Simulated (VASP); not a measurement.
Wanted: the native input for a VASP 6.6.1 run.

* Task: single point
* Functional: PBE
* Potentials or basis: VASP PAW PBE potentials, release 64 (Yb)
* Cutoff: 520 eV
* k mesh: 13 × 13 × 4
* Occupations: fermi-dirac, width 0.08 eV
* Spin: no spin polarisation
* Dipole correction: no
* Further INCAR settings: ALGO = Normal; EDIFF = 1e-06; NBANDS = 56

The structure of Yb lies in POSCAR:

```
Yb
1.0
    2.7423450829      0.0000000000      0.0000000000
   -1.3711725414      2.3749405077      0.0000000000
    0.0000000000      0.0000000000      8.9393990221
Yb
4
Direct
    0.0000000000      0.0000000000      0.0000000000
    0.0000000000      0.0000000000      0.5000000000
    0.3333333333      0.6666666667      0.2500000000
    0.6666666667      0.3333333333      0.7500000000
```

This isn't the form of Yb at room conditions, which is fcc.

One way to write it, as run:

INCAR

```
SYSTEM = Yb
ALGO     = Normal         ! electronic algorithm
EDIFF    = 1E-6           ! SCF threshold, eV
ENCUT    = 520            ! plane-wave cutoff, eV
GGA      = PE             ! functional
ISIF     = 2              ! what is computed and relaxed
ISMEAR   = -1             ! smearing method
LASPH    = .TRUE.         ! aspherical terms in the spheres
LCHARG   = .FALSE.        ! write CHGCAR
LREAL    = .FALSE.        ! projectors in reciprocal space
LWAVE    = .FALSE.        ! write WAVECAR
NBANDS   = 56             ! bands
NELM     = 100            ! most SCF steps
PREC     = Accurate       ! precision mode
SIGMA    = 0.08           ! smearing width, eV
```

KPOINTS

```
k-points
0
G
  13 13 4
  0 0 0
```

Potentials or basis: VASP PAW PBE potentials, release 64 (Yb).

Command:

```console
$ cat potpaw_PBE.64/Yb/POTCAR > POTCAR
$ mpirun -np 1 vasp_std > vasp.out
```

It gave:

- Pressure: 85.0 GPa
- Band gap on the k mesh: zero (bands 48 and 49 overlap by 1.26 eV)

Caveat: the cell stands under pressure; spin-orbit coupling is left out, which moves the levels of the heavy elements.

Run time: 33 min on 1 thread of Oxide Virtual Turin-like Processor, with other jobs on the host, peak memory 0.26 GiB.
